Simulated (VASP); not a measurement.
Input of a VASP 6.6.1 run:

Contents of INCAR:

```
PREC = Accurate ; ENCUT = 520
EDIFF = 1E-8 ; ISMEAR = -1
SIGMA = 0.15 ; LREAL = F
LASPH = T ; NELM = 100
ALGO = Normal ; ISIF = 2
LWAVE = F ; LCHARG = F
IBRION = 8 ; NSW = 1
```

KPOINTS

```
regular mesh
0
Gamma
  12 12 10
```

POSCAR

```
SrCuGe
1.0
    4.1094318720      0.0000000000      0.0000000000
   -2.0547159360      3.5588723962      0.0000000000
    0.0000000000      0.0000000000      4.4671487223
Sr Cu Ge
1 1 1
Direct
    0.6666666667      0.3333333333      0.0000000000
    0.0000000000      0.0000000000      0.5000000000
    0.3333333333      0.6666666667      0.5000000000
```

Potentials or basis: VASP PAW LDA potentials, release 64 (Sr_sv, Cu, Ge_d).

Launch:

```bash
$ cat potpaw_LDA.64/Sr_sv/POTCAR potpaw_LDA.64/Cu/POTCAR potpaw_LDA.64/Ge_d/POTCAR > POTCAR
$ mpirun -np 1 vasp_std > vasp.out
```

(1) What does it give for the highest phonon frequency at Γ?

(2) Predict the most unstable mode.

## Answers

(1) 229 cm⁻¹.

(2) 24i cm⁻¹.

Caveat: some modes are imaginary.
